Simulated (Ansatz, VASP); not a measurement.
## Te: VASP beside Ansatz

```
Te
1.0
     4.44693    0.00000    0.00000
    -2.22346    3.85115    0.00000
     0.00000    0.00000    5.91492
Te
3
Direct
  0.26900 0.00000 0.16667
  0.00000 0.26900 0.83333
  0.73100 0.73100 0.50000
```

Alike in both runs: task single point; functional PBE; k mesh 10 × 10 × 6; occupations fermi-dirac, width 0.05 eV; no spin polarisation.

|  | VASP | Ansatz |
| --- | --- | --- |
| version | VASP 6.6.1 | Ansatz 0.2.0 |
| potentials or method | VASP PAW PBE potentials, release 64 (Te), cutoff 520 eV | all-electron LAPW, scalar-relativistic |

Ansatz gave:

| Quantity | Value |
| --- | --- |
| pressure (GPa) | 1.7 |
| traceless stress, the component that is largest in VASP (GPa) | 0.35 |
| rms of the force components (eV/Å) | 0.099 |

**Question.** What did VASP give for the same quantities?

**Answer.** Pressure (GPa): 1.7; traceless stress, the component that is largest in VASP (GPa): 0.37; rms of the force components (eV/Å): 0.108.

Atom by atom the forces differ by 0.010 eV/Å (rms over components). Ansatz ran all-electron here, and VASP with PAW potentials.

Neither program's run includes spin-orbit coupling.
